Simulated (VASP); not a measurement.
# Tm (P6_3/mmc) in VASP: single point with PBEsol

Aim: the single point of Tm with PBEsol.

Program: VASP 6.6.1. These are calculated values, not measurements. Logs are shortened: lines on timing, memory, paths and dates and some standing lists are left out, and cuts for length are marked.

### Step 1. The cell of the first run

It takes space group P6_3/mmc (No. 194, hexagonal). The conventional cell has a = 3.531 Å, b = 3.531 Å, c = 5.781 Å, α = 90.00°, β = 90.00°, γ = 120.00°. Within 4.6 Å of Tm (site symmetry -6m2) lie 12 Tm at 3.53 to 3.54 Å.

### Step 2. Single point, PBEsol, collinear spin, ferromagnetic start

INCAR reads:

```
PREC = Accurate
ENCUT = 520
EDIFF = 1E-6
ISMEAR = 0
SIGMA = 0.05
LREAL = False
LASPH = True
NELM = 150
ALGO = Normal
ISIF = 2
LWAVE = False
LCHARG = False
ISPIN = 2
MAGMOM = 1.29 1.29
LORBIT = 11
LMAXMIX = 6
GGA = PS
NBANDS = 34
```

KPOINTS reads:

```
Automatic mesh
0
Gamma
  14 14 8
```

POSCAR reads:

```
Tm
1.0
    3.5305397655      0.0000000000      0.0000000000
   -1.7652698828      3.0575371260      0.0000000000
    0.0000000000      0.0000000000      5.7814263404
Tm
2
Direct
    0.3333333333      0.6666666667      0.7500000000
    0.6666666667      0.3333333333      0.2500000000
```

Potentials or basis: VASP PAW PBE potentials, release 64 (Tm).

On the command line:

```sh
$ cat potpaw_PBE.64/Tm/POTCAR > POTCAR
$ mpirun -np 1 vasp_std > vasp.out
```

OUTCAR:

```text
PREC = Accurate
   ENCUT = 520
   EDIFF = 1E-6
   ISMEAR = 0
   LREAL = False
   LASPH = True
   NELM = 150
   ISIF = 2
   ISPIN = 2
   LORBIT = 11
   GGA = PS

 ion  position               nearest neighbor table
   1  0.333  0.667  0.750-   2 3.54   2 3.54   2 3.54   2 3.54   2 3.54   2 3.54
   2  0.667  0.333  0.250-   1 3.54   1 3.54   1 3.54   1 3.54   1 3.54   1 3.54

  LATTYP: Found a hexagonal cell.
 ALAT       =     3.5305397655
 C/A-ratio  =     1.6375474359

  Lattice vectors:

 A1 = (   3.5305397655,   0.0000000000,   0.0000000000)
 A2 = (  -1.7652698828,   3.0575371260,   0.0000000000)
 A3 = (   0.0000000000,   0.0000000000,   5.7814263404)

Analysis of symmetry for initial positions (statically):
=====================================================================
 Subroutine PRICEL returns:
 Original cell was already a primitive cell.

 Routine SETGRP: Setting up the symmetry group for a
 hexagonal supercell.

 Subroutine GETGRP returns: Found 24 space group operations
 (whereof 12 operations were pure point group operations)
 out of a pool of 24 trial point group operations.

The static configuration has the point symmetry D_3d.
 The point group associated with its full space group is D_6h.

Analysis of symmetry for dynamics (positions and initial velocities):
=====================================================================
 Subroutine PRICEL returns:
 Original cell was already a primitive cell.

 Routine SETGRP: Setting up the symmetry group for a
 hexagonal supercell.

 Subroutine GETGRP returns: Found 24 space group operations
 (whereof 12 operations were pure point group operations)
 out of a pool of 24 trial point group operations.

The dynamic configuration has the point symmetry D_3d.
 The point group associated with its full space group is D_6h.

Analysis of structural, dynamic, and magnetic symmetry:
=====================================================================
 Subroutine PRICEL returns:
 Original cell was already a primitive cell.

 Routine SETGRP: Setting up the symmetry group for a
 hexagonal supercell.

 Subroutine GETGRP returns: Found 24 space group operations
 (whereof 12 operations were pure point group operations)
 out of a pool of 24 trial point group operations.

The overall configuration has the point symmetry D_3d.
 The point group associated with its full space group is D_6h.

 Subroutine INISYM returns: Found 24 space group operations
 (whereof 12 operations are pure point group operations),
[... 119 lines left out ...]
  Thomas-Fermi vector in A             =   2.593043
   LORBIT       =     11    0 simple, 1 ext, 2 COOP (PROOUT), +10 PAW based schemes
   GGA     = PS    functional components
   LHFCALC =     F    Hartree Fock is set to
   AEXX    =    0.0000 exact exchange contribution
   IVDW    =     0    specifies the selected vdW correction
   LEPSILON=     F    determine dielectric tensor
   LRPA    =     F    only Hartree local field effects (RPA)
 spin polarized calculation
 Gauss-broadening in eV      SIGMA  =   0.05
  energy-cutoff  :      520.00
  volume of cell :       62.41
 maximum number of plane-waves:      1725
 NGX is ok and might be reduce to    28
   NGX = 13   NGY = 13   NGZ = 21

 number of electron      46.0000007 magnetization       2.1609822

 Free energy of the ion-electron system (eV)
  ---------------------------------------------------
  ext. energy  EPLUGINS =         0.00000000
  ---------------------------------------------------
  free energy    TOTEN  =        -8.69549160 eV

  energy without entropy =       -8.66560341  energy(sigma->0) =       -8.68054751

 E-fermi :   1.9642     XC(G=0): -10.2443

 val. band max:        1.9638047745   @ k =   0.1429   0.0714   0.1250
 cond. band min:       1.9642975950   @ k =   0.2857   0.1429   0.1250
 fundamental gap:      0.0004928205
 Fermi energy:         1.9641764736

 spin component 1

 k-point     1 :       0.0000    0.0000    0.0000
  band No.  band energies     occupation
      1     -48.4007      1.00000
      2     -48.3641      1.00000
      3     -21.9200      1.00000
      4     -21.4138      1.00000
      5     -21.4138      1.00000
      6     -21.3481      1.00000
[... 877 lines left out ...]
     33       8.4991      0.00000
     34       8.5997      0.00000

 [... further k-points ...]

 spin component 2

 k-point     1 :       0.0000    0.0000    0.0000
  band No.  band energies     occupation
      1     -47.8773      1.00000
      2     -47.8384      1.00000
      3     -21.5946      1.00000
      4     -21.0715      1.00000
      5     -21.0715      1.00000
      6     -20.9924      1.00000
[... 877 lines left out ...]
     33       8.5529      0.00000
     34       8.6488      0.00000

 [... further k-points ...]

------------------------ aborting loop because EDIFF is reached ----------------------------------------

  FORCE on cell =-STRESS in cart. coord.  units (eV):
  Direction    XX          YY          ZZ          XY          YZ          ZX
  --------------------------------------------------------------------------------------
  -------------------------------------------------------------------------------------
  Total       -0.1200549     -0.1200549     -0.0631877      0.0000000     -0.0000000      0.0000000
  in kB       -3.0820699     -3.0820699     -1.6221664      0.0000000     -0.0000000      0.0000000
  external PRESSURE =      -2.5954354 kB  Pullay stress =       0.0000000 kB

 VOLUME and BASIS-vectors are now :
 -----------------------------------------------------------------------------
  energy-cutoff  :      520.00
  volume of cell :       62.41
      direct lattice vectors                 reciprocal lattice vectors
     3.530539765  0.000000000  0.000000000     0.283242809  0.163530312  0.000000000
    -1.765269883  3.057537126  0.000000000     0.000000000  0.327060624  0.000000000
     0.000000000  0.000000000  5.781426340     0.000000000  0.000000000  0.172967697

 POSITION                                       TOTAL-FORCE (eV/Angst)
 -----------------------------------------------------------------------------------
     -0.00000      2.03836      4.33607         0.000000      0.000000     -0.000000
      1.76527      1.01918      1.44536        -0.000000     -0.000000      0.000000
 -----------------------------------------------------------------------------------
    total drift:                               -0.000000      0.000000     -0.000000

  FREE ENERGIE OF THE ION-ELECTRON SYSTEM (eV)
  ---------------------------------------------------
  free  energy   TOTEN  =        -8.6954916045 eV

  energy  without entropy=       -8.6656034118  energy(sigma->0) =       -8.68054751

 total charge

# of ion       s       p       d       f       tot
--------------------------------------------------
    1        2.218   5.933   0.388  12.504  21.043
    2        2.218   5.933   0.388  12.504  21.043
--------------------------------------------------
tot          4.436  11.866   0.776  25.008  42.087

 magnetization (x)

# of ion       s       p       d       f       tot
--------------------------------------------------
    1        0.003  -0.034  -0.051   1.283   1.201
    2        0.003  -0.034  -0.051   1.283   1.201
--------------------------------------------------
tot          0.006  -0.068  -0.102   2.565   2.401
```

stdout:

```text
POSCAR found type information on POSCAR Tm
 POSCAR found :  1 types and       2 ions
 scaLAPACK will be used
 -----------------------------------------------------------------------------
|                                                                             |
|                                                                             |
|     You enforced a specific xc type in the INCAR file but a different       |
|     I HOPE YOU KNOW WHAT YOU ARE DOING!                                     |
|                                                                             |
 -----------------------------------------------------------------------------

 LDA part: xc-table for (Slater+PW92), standard interpolation
 POSCAR, INCAR and KPOINTS ok, starting setup
 FFT: planning ... GRIDC
 FFT: planning ... GRID_SOFT
 FFT: planning ... GRID
 WAVECAR not read
 entering main loop
```

Wall time 16 min (1 thread of AMD EPYC 9R45 (Zen 5), shared host); peak memory 0.47 GiB.

What came out:

- Free energy: -8.6955 eV
- Pressure: -0.3 GPa
- Net moment: 2.16 μB per cell
- Site moments: Tm +1.20 μB
- Valence electrons inside the program's atomic spheres: Tm 21.04

Stress tensor (GPa, compression positive):
```
-0.31  0.00  0.00
 0.00 -0.31  0.00
 0.00  0.00 -0.16
```

Levels at points of the mesh, in eV from the Fermi level:
Spin up:
```
           k point  band 20  band 21  band 22  band 23  band 24  band 25  band 26  band 27  band 28  band 29
(0.00, 0.00, 0.00)    -1.02    -0.95    -0.95    -0.93    -0.92     0.98     2.84     2.90     2.90     3.56
(0.50, 0.00, 0.00)    -1.04    -1.03    -0.99    -0.92    -0.71    -0.29     0.48     2.04     2.71     2.77
(0.00, 0.00, 0.50)    -0.96    -0.96    -0.96    -0.92    -0.92     1.61     1.61     2.87     2.87     2.87
(0.50, 0.00, 0.50)    -1.03    -1.03    -1.03    -0.99    -0.99     0.71     0.71     1.97     1.97     4.17
```
Spin down:
| k point | band 19 | band 20 | band 21 | band 22 | band 23 | band 24 | band 25 | band 26 |
| --- | --- | --- | --- | --- | --- | --- | --- | --- |
| (0.00, 0.00, 0.00) | -0.12 | -0.11 | -0.09 | -0.09 | -0.09 | -0.04 | 0.96 | 2.83 |
| (0.50, 0.00, 0.00) | -0.13 | -0.07 | -0.05 | -0.02 | 0.04 | 0.08 | 0.12 | 0.40 |
| (0.00, 0.00, 0.50) | -0.08 | -0.08 | -0.08 | -0.08 | -0.05 | -0.05 | 1.59 | 1.59 |
| (0.50, 0.00, 0.50) | -0.07 | -0.07 | -0.03 | -0.03 | 0.06 | 0.06 | 0.63 | 0.63 |

Caveat: the magnetic or orbital state may not be the lowest; the PAW data sets were made with another functional, which shifts forces and pressure a little; spin-orbit coupling is left out, which moves the levels of the heavy elements; semilocal functionals describe open f shells poorly, which spoils levels, moments and volumes. The state reached can hang on the start; a lower one may exist.
